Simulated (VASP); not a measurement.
# PbS (m.bgw) (Fm-3m) in VASP: single point with PBE

Aim: the single point of PbS (m.bgw) with PBE.

Program: VASP 6.6.1. These are calculated values, not measurements. Logs are shortened: lines on timing, memory, paths and dates and some standing lists are left out, and cuts for length are marked.

### Step 1. The cell of the first run

The structure is cubic, space group Fm-3m (No. 225). The conventional cell has a = 6.009 Å, b = 6.009 Å, c = 6.009 Å, α = 90.00°, β = 90.00°, γ = 90.00°. Pb (site symmetry m-3m) has 6 S at 3.00 Å within 4.0 Å. Within 4.0 Å of S (site symmetry m-3m) lie 6 Pb at 3.00 Å.

### Step 2. Single point, PBE

The input, INCAR:

```
ALGO = Normal
EDIFF = 1E-6
ENCUT = 500
GGA = PE
GGA_COMPAT = False
ISIF = 2
ISMEAR = 0
LASPH = True
LCHARG = True
LELF = True
LREAL = False
LVHAR = True
LWAVE = False
NBANDS = 17
NELM = 120
PREC = Accurate
SIGMA = 0.01
```

The input, KPOINTS:

```
k-points
0
Gamma
  4 4 4
```

The input, POSCAR:

```
PbS
1.0
    0.0000000000      3.0044370258      3.0044370258
    3.0044370258      0.0000000000      3.0044370258
    3.0044370258      3.0044370258      0.0000000000
Pb S
1 1
Direct
    0.0000000000      0.0000000000      0.0000000000
    0.5000000000      0.5000000000      0.5000000000
```

Potentials or basis: VASP PAW PBE potentials, release 64 (Pb_d, S).

Started as:

```console
> cat potpaw_PBE.64/Pb_d/POTCAR potpaw_PBE.64/S/POTCAR > POTCAR
> mpirun -np 1 vasp_std > vasp.out
```

OUTCAR:

```text
EDIFF = 1E-6
   ENCUT = 500
   GGA = PE
   ISIF = 2
   ISMEAR = 0
   LASPH = True
   LREAL = False
   NELM = 120
   PREC = Accurate

 ion  position               nearest neighbor table
   1  0.000  0.000  0.000-   2 3.00   2 3.00   2 3.00   2 3.00   2 3.00   2 3.00
   2  0.500  0.500  0.500-   1 3.00   1 3.00   1 3.00   1 3.00   1 3.00   1 3.00

  LATTYP: Found a face centered cubic cell.
 ALAT       =     6.0088740516

  Lattice vectors:

 A1 = (   0.0000000000,   3.0044370258,   3.0044370258)
 A2 = (   3.0044370258,   0.0000000000,   3.0044370258)
 A3 = (   3.0044370258,   3.0044370258,   0.0000000000)

Analysis of symmetry for initial positions (statically):
=====================================================================
 Subroutine PRICEL returns:
 Original cell was already a primitive cell.

 Routine SETGRP: Setting up the symmetry group for a
 face centered cubic supercell.

 Subroutine GETGRP returns: Found 48 space group operations
 (whereof 48 operations were pure point group operations)
 out of a pool of 48 trial point group operations.

The static configuration has the point symmetry O_h .

Analysis of symmetry for dynamics (positions and initial velocities):
=====================================================================
 Subroutine PRICEL returns:
 Original cell was already a primitive cell.

 Routine SETGRP: Setting up the symmetry group for a
 face centered cubic supercell.

 Subroutine GETGRP returns: Found 48 space group operations
 (whereof 48 operations were pure point group operations)
 out of a pool of 48 trial point group operations.

The dynamic configuration has the point symmetry O_h .

 Subroutine INISYM returns: Found 48 space group operations
 (whereof 48 operations are pure point group operations),
 and found     1 'primitive' translations

----------------------------------------------------------------------------------------

                                     Primitive cell

  volume of cell :      54.2400

  direct lattice vectors                    reciprocal lattice vectors
     0.000000000  3.004437026  3.004437026    -0.166420529  0.166420529  0.166420529
     3.004437026  0.000000000  3.004437026     0.166420529 -0.166420529  0.166420529
     3.004437026  3.004437026  0.000000000     0.166420529  0.166420529 -0.166420529

  length of vectors
     4.248915589  4.248915589  4.248915589     0.288248812  0.288248812  0.288248812

  position of ions in fractional coordinates (direct lattice)
     0.000000000  0.000000000  0.000000000
     0.500000000  0.500000000  0.500000000

[... 60 lines left out ...]
   LREAL  =      F    real-space projection
   EDIFFG = 0.1E-04   stopping-criterion for IOM
   NSW    =      0    number of steps for IOM
   IBRION =     -1    ionic relax: 0-MD 1-quasi-New 2-CG
   NFREE  =      0    steps in history (QN), initial steepest desc. (CG)
   ISIF   =      2    stress and relaxation
   ISYM   =      2    0-nonsym 1-usesym 2-fastsym
   POTIM  = 0.5000    time-step for ionic-motion
   TEBEG  =    0.0;   TEEND  =   0.0 temperature during run
   PSTRESS=    0.0 pullay stress
   NELECT =      20.0000    total number of electrons
   NUPDOWN=      -1.0000    fix difference up-down
   EMIN   =  10.00;   EMAX   =-10.00  energy-range for DOS
   EFERMI =   0.00;   METHOD = LEGACY
   ISMEAR =     0;   SIGMA  =   0.01  broadening in eV -4-tet -1-fermi 0-gaus
   EFERMI_NEDOS =   21; number of points for ismear=-14 and -15
   IALGO  =     38    algorithm
   IMIX   =      4    mixing-type and parameters
     AMIX     =   0.40;   BMIX     =  1.00
     AMIX_MAG =   1.60;   BMIX_MAG =  1.00
  volume/ion in A,a.u.               =      27.12       183.01
  Fermi-wavevector in a.u.,A,eV,Ry     =   1.173938  2.218421 18.750594  1.378130
  Thomas-Fermi vector in A             =   2.310343
   LORBIT       =      0    0 simple, 1 ext, 2 COOP (PROOUT), +10 PAW based schemes
   GGA     = PE    functional components
   LHFCALC =     F    Hartree Fock is set to
   AEXX    =    0.0000 exact exchange contribution
   IVDW    =     0    specifies the selected vdW correction
   LEPSILON=     F    determine dielectric tensor
   LRPA    =     F    only Hartree local field effects (RPA)
 non-spin polarized calculation
 Gauss-broadening in eV      SIGMA  =   0.01
  energy-cutoff  :      500.00
  volume of cell :       54.24
 maximum number of plane-waves:      1411
 NGX is ok and might be reduce to    32
   NGX = 15   NGY = 15   NGZ = 15

 number of electron      20.0000003 magnetization

 Free energy of the ion-electron system (eV)
  ---------------------------------------------------
  ext. energy  EPLUGINS =         0.00000000
  ---------------------------------------------------
  free energy    TOTEN  =        -8.75693979 eV

  energy without entropy =       -8.75693979  energy(sigma->0) =       -8.75693979

 E-fermi :   5.3256     XC(G=0):  -9.5023

 val. band max:        5.2805904965   @ k =   0.5000   0.0000   0.0000
 cond. band min:       5.7788718941   @ k =   0.5000   0.0000   0.0000
 fundamental gap:      0.4982813976
 Fermi energy:         5.3255902034

 k-point     1 :       0.0000    0.0000    0.0000
  band No.  band energies     occupation
      1     -11.4460      2.00000
      2     -11.4460      2.00000
      3     -11.4460      2.00000
      4     -11.4288      2.00000
      5     -11.4288      2.00000
      6      -7.9343      2.00000
[... 137 lines left out ...]
      4     -11.4270      2.00000
      5     -11.3937      2.00000
      6      -6.3781      2.00000
[... 9 lines left out ...]
     16      17.1923      0.00000
     17      17.6034      0.00000

------------------------ aborting loop because EDIFF is reached ----------------------------------------

  FORCE on cell =-STRESS in cart. coord.  units (eV):
  Direction    XX          YY          ZZ          XY          YZ          ZX
  --------------------------------------------------------------------------------------
  -------------------------------------------------------------------------------------
  Total       -0.0009873     -0.0009873     -0.0009873      0.0000000      0.0000000     -0.0000000
  in kB       -0.0291648     -0.0291648     -0.0291648      0.0000000      0.0000000     -0.0000000
  external PRESSURE =      -0.0291648 kB  Pullay stress =       0.0000000 kB

 VOLUME and BASIS-vectors are now :
 -----------------------------------------------------------------------------
  energy-cutoff  :      500.00
  volume of cell :       54.24
      direct lattice vectors                 reciprocal lattice vectors
     0.000000000  3.004437026  3.004437026    -0.166420529  0.166420529  0.166420529
     3.004437026  0.000000000  3.004437026     0.166420529 -0.166420529  0.166420529
     3.004437026  3.004437026  0.000000000     0.166420529  0.166420529 -0.166420529

 POSITION                                       TOTAL-FORCE (eV/Angst)
 -----------------------------------------------------------------------------------
      0.00000      0.00000      0.00000        -0.000000     -0.000000     -0.000000
      3.00444      3.00444      3.00444         0.000000      0.000000      0.000000
 -----------------------------------------------------------------------------------
    total drift:                                0.000000     -0.000000     -0.000000

  FREE ENERGIE OF THE ION-ELECTRON SYSTEM (eV)
  ---------------------------------------------------
  free  energy   TOTEN  =        -8.7569397943 eV

  energy  without entropy=       -8.7569397943  energy(sigma->0) =       -8.75693979
```

OSZICAR:

```text
N       E                     dE             d eps       ncg     rms          rms(c)
DAV:   1     0.152908300360E+03    0.15291E+03   -0.92800E+03   272   0.119E+03
DAV:   2     0.131707100411E+01   -0.15159E+03   -0.14335E+03   289   0.305E+02
DAV:   3    -0.901085759373E+01   -0.10328E+02   -0.10273E+02   345   0.846E+01
DAV:   4    -0.926598355771E+01   -0.25513E+00   -0.25496E+00   349   0.146E+01
DAV:   5    -0.927669022593E+01   -0.10707E-01   -0.10706E-01   390   0.280E+00    0.431E+00
DAV:   6    -0.875285163891E+01    0.52384E+00   -0.16120E+00   437   0.803E+00    0.311E+00
DAV:   7    -0.875368767691E+01   -0.83604E-03   -0.13131E-01   309   0.180E+00    0.181E+00
DAV:   8    -0.875707385718E+01   -0.33862E-02   -0.15582E-02   322   0.130E+00    0.279E-01
DAV:   9    -0.875672656241E+01    0.34729E-03   -0.31925E-03   405   0.447E-01    0.906E-02
DAV:  10    -0.875693133761E+01   -0.20478E-03   -0.37879E-04   315   0.107E-01    0.523E-02
DAV:  11    -0.875693902735E+01   -0.76897E-05   -0.45046E-05   366   0.715E-02    0.165E-02
DAV:  12    -0.875693979427E+01   -0.76692E-06   -0.30093E-06   355   0.192E-02
   1 F= -.87569398E+01 E0= -.87569398E+01  d E =-.566182E-12
```

It took 11 s on 1 thread of Intel Xeon Platinum 8488C (Sapphire Rapids), shared host; peak memory 0.17 GiB.

Results:

| Property | Result |
| --- | --- |
| Free energy | -8.7569 eV |
| Pressure | 0.0 GPa |
| Band gap on the k mesh | 0.50 eV, direct |

Levels at points of the mesh, in eV from the valence-band top:
```
           k point  band 7  band 8  band 9  band 10  band 11  band 12  band 13  band 14
(0.00, 0.00, 0.00)   -6.07   -1.94   -1.94    -1.94     5.14     5.14     5.14     6.87
(0.50, 0.00, 0.00)   -8.59   -1.58   -1.58     0.00     0.50     2.08     2.08     8.65
(0.50, 0.50, 0.00)   -7.11   -4.83   -3.15    -3.15     4.07     5.48     5.58     5.58
```

Caveat: the k points lie up to 0.45 Å⁻¹ apart; spin-orbit coupling is left out, which moves the levels of the heavy elements. A k mesh can miss the band edges.
